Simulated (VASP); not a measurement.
# Sc (Im-3m) in VASP: single point with PBE

Aim: the single point of Sc with PBE.

All numbers are computed with VASP 6.6.1; they aren't measurements. Logs are shortened: lines on timing, memory, paths and dates and some standing lists are left out, and cuts for length are marked.

### 1 The cell of the first run

The structure is cubic, space group Im-3m (No. 229). The conventional cell has a = 3.677 Å, b = 3.677 Å, c = 3.677 Å, α = 90.00°, β = 90.00°, γ = 90.00°. Sc (site symmetry m-3m) has 14 Sc at 3.18 to 3.68 Å within 4.2 Å.

This isn't the form of Sc at room conditions, which is hcp.

### 2 Single point, PBE, collinear spin

Input file INCAR:

```
SYSTEM = Sc
ALGO = Normal ; EDIFF = 1E-6
ENCUT = 520 ; GGA = PE
ISIF = 2 ; ISMEAR = -1
ISPIN = 2 ; LASPH = .True.
LCHARG = .True. ; LELF = .True.
LMAXMIX = 4 ; LORBIT = 11
LREAL = .False. ; LVHAR = .True.
LWAVE = .False. ; MAGMOM = 1
NBANDS = 16 ; NELM = 150
PREC = Accurate ; SIGMA = 0.05
```

Input file KPOINTS:

```
k-points
0
Gamma
  20 20 20
  0 0 0
```

Input file POSCAR:

```
Sc
1.0
   -1.8383402940      1.8383402940      1.8383402940
    1.8383402940     -1.8383402940      1.8383402940
    1.8383402940      1.8383402940     -1.8383402940
Sc
1
Direct
    0.0000000000      0.0000000000      0.0000000000
```

Potentials or basis: VASP PAW PBE potentials, release 64 (Sc_sv).

Started as:

```
$ cat potpaw_PBE.64/Sc_sv/POTCAR > POTCAR
$ mpirun -np 1 vasp_std > vasp.out
```

OUTCAR:

```text
SYSTEM = Sc
   EDIFF = 1E-6
   ENCUT = 520
   GGA = PE
   ISIF = 2
   ISMEAR = -1
   ISPIN = 2
   LASPH = .True.
   LORBIT = 11
   LREAL = .False.
   NELM = 150
   PREC = Accurate

 ion  position               nearest neighbor table
   1  0.000  0.000  0.000-

  LATTYP: Found a body centered cubic cell.
 ALAT       =     3.6766805880

  Lattice vectors:

 A1 = (  -1.8383402940,   1.8383402940,   1.8383402940)
 A2 = (   1.8383402940,  -1.8383402940,   1.8383402940)
 A3 = (   1.8383402940,   1.8383402940,  -1.8383402940)

Analysis of symmetry for initial positions (statically):
=====================================================================
 Subroutine PRICEL returns:
 Original cell was already a primitive cell.

 Routine SETGRP: Setting up the symmetry group for a
 body centered cubic supercell.

 Subroutine GETGRP returns: Found 48 space group operations
 (whereof 48 operations were pure point group operations)
 out of a pool of 48 trial point group operations.

The static configuration has the point symmetry O_h .

Analysis of symmetry for dynamics (positions and initial velocities):
=====================================================================
 Subroutine PRICEL returns:
 Original cell was already a primitive cell.

 Routine SETGRP: Setting up the symmetry group for a
 body centered cubic supercell.

 Subroutine GETGRP returns: Found 48 space group operations
 (whereof 48 operations were pure point group operations)
 out of a pool of 48 trial point group operations.

The dynamic configuration has the point symmetry O_h .

Analysis of structural, dynamic, and magnetic symmetry:
=====================================================================
 Subroutine PRICEL returns:
 Original cell was already a primitive cell.

 Routine SETGRP: Setting up the symmetry group for a
 body centered cubic supercell.

 Subroutine GETGRP returns: Found 48 space group operations
 (whereof 48 operations were pure point group operations)
 out of a pool of 48 trial point group operations.

The overall configuration has the point symmetry O_h .

 Subroutine INISYM returns: Found 48 space group operations
 (whereof 48 operations are pure point group operations),
 and found     1 'primitive' translations

----------------------------------------------------------------------------------------

                                     Primitive cell

  volume of cell :      24.8506

  direct lattice vectors                    reciprocal lattice vectors
    -1.838340294  1.838340294  1.838340294     0.000000000  0.271984464  0.271984464
     1.838340294 -1.838340294  1.838340294     0.271984464  0.000000000  0.271984464
     1.838340294  1.838340294 -1.838340294     0.271984464  0.271984464  0.000000000

  length of vectors
     3.184098791  3.184098791  3.184098791     0.384644118  0.384644118  0.384644118

  position of ions in fractional coordinates (direct lattice)
     0.000000000  0.000000000  0.000000000

  ion indices of the primitive-cell ions
   primitive index   ion index
                 1           1

----------------------------------------------------------------------------------------

 KPOINTS: k-points

Automatic generation of k-mesh.
 Grid dimensions read from file:
 generate k-points for:   20   20   20

 Generating k-lattice:

  Cartesian coordinates                     Fractional coordinates (reciprocal lattice)
     0.000000000  0.013599223  0.013599223     0.050000000  0.000000000  0.000000000
     0.013599223  0.000000000  0.013599223     0.000000000  0.050000000  0.000000000
     0.013599223  0.013599223  0.000000000     0.000000000  0.000000000  0.050000000

  Length of vectors
     0.019232206  0.019232206  0.019232206

  Shift w.r.t. Gamma in fractional coordinates (k-lattice)
     0.000000000  0.000000000  0.000000000

 Subroutine IBZKPT returns following result:
 ===========================================

 Found    256 irreducible k-points:

 Following reciprocal coordinates:
            Coordinates               Weight
  0.000000  0.000000  0.000000      1.000000
  0.050000  0.000000  0.000000     12.000000
  0.100000  0.000000  0.000000     12.000000
  0.150000  0.000000  0.000000     12.000000
  0.200000  0.000000  0.000000     12.000000
  0.250000  0.000000  0.000000     12.000000
[... 16 lines left out ...]
  0.200000  0.100000  0.000000     48.000000
  0.250000  0.100000  0.000000     48.000000
 [... further k-points ...]
   k-points           NKPTS =    256   k-points in BZ     NKDIM =    256   number of bands    NBANDS=     16
   number of dos      NEDOS =    301   number of ions     NIONS =      1
   total plane-waves  NPLWV =  13824
   dimension x,y,z NGX =    24 NGY =   24 NGZ =   24
   dimension x,y,z NGXF=    48 NGYF=   48 NGZF=   48
   ions per type =               1
   NGX,Y,Z   is equivalent  to a cutoff of  12.53, 12.53, 12.53 a.u.
   NGXF,Y,Z  is equivalent  to a cutoff of  25.06, 25.06, 25.06 a.u.
 SYSTEM =  Sc
   PREC   = accura    normal or accurate (medium, high low for compatibility)
   ISTART =      0    job   : 0-new  1-cont  2-samecut
   ICHARG =      2    charge: 1-file 2-atom 10-const
   ISPIN  =      2    spin polarized calculation?
   LNONCOLLINEAR =      F non collinear calculations
   LSORBIT =      F    spin-orbit coupling
   LASPH  =      T    aspherical Exc in radial PAW
   ENCUT  =  520.0 eV  38.22 Ry    6.18 a.u.   5.92  5.92  5.92*2*pi/ulx,y,z
   NELM   =    150;   NELMIN=  2; NELMDL= -5     # of ELM steps
   EDIFF  = 0.1E-05   stopping-criterion for ELM
   LREAL  =      F    real-space projection
   EDIFFG = 0.1E-04   stopping-criterion for IOM
   NSW    =      0    number of steps for IOM
   IBRION =     -1    ionic relax: 0-MD 1-quasi-New 2-CG
   NFREE  =      0    steps in history (QN), initial steepest desc. (CG)
   ISIF   =      2    stress and relaxation
   ISYM   =      2    0-nonsym 1-usesym 2-fastsym
   POTIM  = 0.5000    time-step for ionic-motion
   TEBEG  =    0.0;   TEEND  =   0.0 temperature during run
   PSTRESS=    0.0 pullay stress
   NELECT =      11.0000    total number of electrons
   NUPDOWN=      -1.0000    fix difference up-down
   EMIN   =  10.00;   EMAX   =-10.00  energy-range for DOS
   EFERMI =   0.00;   METHOD = LEGACY
   ISMEAR =    -1;   SIGMA  =   0.05  broadening in eV -4-tet -1-fermi 0-gaus
   EFERMI_NEDOS =   21; number of points for ismear=-14 and -15
   IALGO  =     38    algorithm
   IMIX   =      4    mixing-type and parameters
     AMIX     =   0.40;   BMIX     =  1.00
     AMIX_MAG =   1.60;   BMIX_MAG =  1.00
  volume/ion in A,a.u.               =      24.85       167.70
  Fermi-wavevector in a.u.,A,eV,Ry     =   1.247651  2.357719 21.179282  1.556633
  Thomas-Fermi vector in A             =   2.381774
   LORBIT       =     11    0 simple, 1 ext, 2 COOP (PROOUT), +10 PAW based schemes
   GGA     = PE    functional components
   LHFCALC =     F    Hartree Fock is set to
   AEXX    =    0.0000 exact exchange contribution
   IVDW    =     0    specifies the selected vdW correction
   LEPSILON=     F    determine dielectric tensor
   LRPA    =     F    only Hartree local field effects (RPA)
 spin polarized calculation
  energy-cutoff  :      520.00
  volume of cell :       24.85
 maximum number of plane-waves:       682
   NGX = 11   NGY = 11   NGZ = 11

 number of electron      11.0000001 magnetization       0.0000876

 Free energy of the ion-electron system (eV)
  ---------------------------------------------------
  ext. energy  EPLUGINS =         0.00000000
  ---------------------------------------------------
  free energy    TOTEN  =        -6.15533523 eV

  energy without entropy =       -6.13397383  energy(sigma->0) =       -6.14465453

 E-fermi :   3.7447     XC(G=0):  -9.8500

 val. band max:        3.7435336535   @ k =   0.4000   0.2000   0.0000
 cond. band min:       3.7453197337   @ k =   0.2500   0.1500   0.1500
 fundamental gap:      0.0017860803
 Fermi energy:         3.7446745713

 spin component 1

 k-point     1 :       0.0000    0.0000    0.0000
  band No.  band energies     occupation
      1     -45.8710      1.00000
      2     -24.2833      1.00000
      3     -24.2833      1.00000
      4     -24.2833      1.00000
      5      -1.4767      1.00000
      6       5.1828      0.00000
[... 8 lines left out ...]
     15      22.2964      0.00000
     16      24.3100      0.00000

 k-point     2 :       0.0500    0.0000    0.0000
  band No.  band energies     occupation
      1     -45.8695      1.00000
      2     -24.2930      1.00000
      3     -24.2863      1.00000
      4     -24.2833      1.00000
      5      -1.4101      1.00000
      6       5.1495      0.00000
[... 8 lines left out ...]
     15      22.3240      0.00000
     16      23.5367      0.00000
[... 387 lines left out ...]
      5       0.2133      1.00000
      6       4.4669      0.00000
[... 8 lines left out ...]
     15      21.6668      0.00000
     16      22.4062      0.00000

 k-point    24 :       0.2500    0.1000    0.0000
  band No.  band energies     occupation
      1     -45.8286      1.00000
      2     -24.5404      1.00000
      3     -24.3678      1.00000
      4     -24.2972      1.00000
      5       0.7623      1.00000
      6       4.2382      0.00005
[... 8 lines left out ...]
     15      22.0873      0.00000
     16      22.3437      0.00000

 [... further k-points ...]

 spin component 2

 k-point     1 :       0.0000    0.0000    0.0000
  band No.  band energies     occupation
      1     -45.8709      1.00000
      2     -24.2833      1.00000
      3     -24.2833      1.00000
      4     -24.2833      1.00000
      5      -1.4767      1.00000
      6       5.1828      0.00000
[... 8 lines left out ...]
     15      22.2965      0.00000
     16      24.3100      0.00000

 k-point     2 :       0.0500    0.0000    0.0000
  band No.  band energies     occupation
      1     -45.8695      1.00000
      2     -24.2929      1.00000
      3     -24.2863      1.00000
      4     -24.2833      1.00000
      5      -1.4100      1.00000
      6       5.1495      0.00000
[... 8 lines left out ...]
     15      22.3241      0.00000
     16      23.5366      0.00000
[... 387 lines left out ...]
      5       0.2133      1.00000
      6       4.4669      0.00000
[... 8 lines left out ...]
     15      21.6669      0.00000
     16      22.4062      0.00000

 k-point    24 :       0.2500    0.1000    0.0000
  band No.  band energies     occupation
      1     -45.8286      1.00000
      2     -24.5403      1.00000
      3     -24.3677      1.00000
      4     -24.2971      1.00000
      5       0.7623      1.00000
      6       4.2382      0.00005
[... 8 lines left out ...]
     15      22.0874      0.00000
     16      22.3438      0.00000

 [... further k-points ...]

------------------------ aborting loop because EDIFF is reached ----------------------------------------

  FORCE on cell =-STRESS in cart. coord.  units (eV):
  Direction    XX          YY          ZZ          XY          YZ          ZX
  --------------------------------------------------------------------------------------
  -------------------------------------------------------------------------------------
  Total        0.0109947      0.0109947      0.0109947      0.0000000      0.0000000     -0.0000000
  in kB        0.7088549      0.7088549      0.7088549      0.0000000      0.0000000     -0.0000000
  external PRESSURE =       0.7088549 kB  Pullay stress =       0.0000000 kB

 VOLUME and BASIS-vectors are now :
 -----------------------------------------------------------------------------
  energy-cutoff  :      520.00
  volume of cell :       24.85
      direct lattice vectors                 reciprocal lattice vectors
    -1.838340294  1.838340294  1.838340294     0.000000000  0.271984464  0.271984464
     1.838340294 -1.838340294  1.838340294     0.271984464  0.000000000  0.271984464
     1.838340294  1.838340294 -1.838340294     0.271984464  0.271984464  0.000000000

 POSITION                                       TOTAL-FORCE (eV/Angst)
 -----------------------------------------------------------------------------------
      0.00000      0.00000      0.00000         0.000000      0.000000     -0.000000
 -----------------------------------------------------------------------------------
    total drift:                               -0.000000      0.000000      0.000000

  FREE ENERGIE OF THE ION-ELECTRON SYSTEM (eV)
  ---------------------------------------------------
  free  energy   TOTEN  =        -6.1553352272 eV

  energy  without entropy=       -6.1339738262  energy(sigma->0) =       -6.14465453

 total charge

# of ion       s       p       d       tot
------------------------------------------
    1        2.268   6.108   0.981   9.357

 magnetization (x)

# of ion       s       p       d       tot
------------------------------------------
    1       -0.000   0.000   0.000   0.000
```

Run time: 2.9 min. Hardware: 1 thread of AMD EPYC 7R13 (Zen 3), shared host; peak memory 0.23 GiB.

What came out:

* Free energy: -6.1553 eV
* Pressure: 0.1 GPa
* Net moment: 0.00 μB per cell
* Valence electrons inside the program's atomic spheres: Sc 9.36
